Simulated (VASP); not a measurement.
Crystal: NiO.

```
Ni O
1.0
     2.50462    0.00000    0.00000
     0.00000    2.50462    0.00000
     0.00000    0.00000    2.50462
Ni O
1 1
Direct
  0.00000 0.00000 0.00000
  0.50000 0.50000 0.50000
```

```yaml
Program: VASP 6.6.1
Task: relaxation of cell and atoms
Functional: PBE
Potentials_or_basis: VASP PAW PBE potentials, release 64 (Ni, O)
Cutoff: 600 eV
k_mesh: 11 × 11 × 11
Occupations: fermi-dirac, width 0.05 eV
Spin: collinear spin, ferromagnetic start
Starting_moments: "[1.0, 0.0] μB"
```

At the start: pressure 25.0 GPa; volume 7.86 Å³/atom.

Task: Where does the relaxation end?

Result: Over 3 steps the energy falls by 53.3 meV/atom and the volume is 8.62 Å³/atom (+9.7 %); space group Pm-3m (No. 221, to 0.05 Å); moment 0.00 μB per cell.

Step by step:
```csv
step,energy change (eV),largest force (eV/Å),pressure (GPa),volume (Å³)
1,0.0000,0.0000,24.98,15.71
2,-0.0383,0.0000,-13.92,18.67
3,-0.1066,0.0000,-0.18,17.23
```

Final structure:
```
CELL_PARAMETERS angstrom
2.58292 0.00000 0.00000
0.00000 2.58292 0.00000
0.00000 0.00000 2.58292
ATOMIC_POSITIONS crystal
Ni 0.00000 0.00000 0.00000
O 0.50000 0.50000 0.50000
```
